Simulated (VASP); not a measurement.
Set up this calculation in VASP 6.6.1, as the native input.

```
Task                   : relaxation of cell and atoms
Functional             : RPBE
Dispersion             : D3(BJ)
Potentials or basis    : VASP PAW PBE potentials, release 64 (Al)
Cutoff                 : 600 eV
k mesh                 : 12 × 12 × 12
Occupations            : fermi-dirac, width 0.05 eV
Spin                   : no spin polarisation
Dipole correction      : no
Further INCAR settings : ALGO = Fast; EDIFF = 1e-06; IBRION = 2; EDIFFG = -0.01; NSW = 60; ISIF = 3
```

The structure of Al lies in POSCAR:

```
Al
1.0
   -1.5912186900      1.5912186900      1.5912186900
    1.5912186900     -1.5912186900      1.5912186900
    1.5912186900      1.5912186900     -1.5912186900
Al
1
Direct
    0.0000000000      0.0000000000      0.0000000000
```

These files were run (other wordings do the same):

INCAR

```
SYSTEM = Al
PREC = Accurate
ENCUT = 600
EDIFF = 1E-6
ISMEAR = -1
SIGMA = 0.05
LREAL = .FALSE.
LASPH = .TRUE.
NELM = 100
ALGO = Fast
ISIF = 3
LWAVE = .FALSE.
LCHARG = .FALSE.
GGA = RP
IVDW = 12
IBRION = 2
NSW = 60
EDIFFG = -0.01
```

KPOINTS

```
Automatic mesh
0
G
  12 12 12
  0 0 0
```

Potentials or basis: VASP PAW PBE potentials, release 64 (Al).

Run with:

```bash
$ cat potpaw_PBE.64/Al/POTCAR > POTCAR
$ mpirun -np 1 vasp_std > vasp.out
```

Results of the run:

```yaml
Relaxed_volume: 13.46 Å³/atom
Relaxed_cell: a = 2.595 Å, b = 2.595 Å, c = 2.595 Å, α = 109.47°, β = 109.47°, γ = 109.47°
Space_group_after_relaxing_to_0.05_Å: Im-3m (No. 229)
Energy_gained_by_relaxing: 157.1 meV/atom
Ionic_steps: 3
Pressure_after_relaxing: 0.1 GPa
Dispersion_energy_per_atom: -2.224 eV
```

Caveat: the volume moved by over 15 % at a fixed basis, so the end points are rough; the PAW data sets were made with another functional, which shifts forces and pressure a little; pairwise dispersion overbinds metals, which lowers pressure and volume.

Run time: 5.7 s on 1 thread of Intel(R) Xeon(R) 6975P-C (Granite Rapids), on a shared host, peak memory 0.15 GiB.
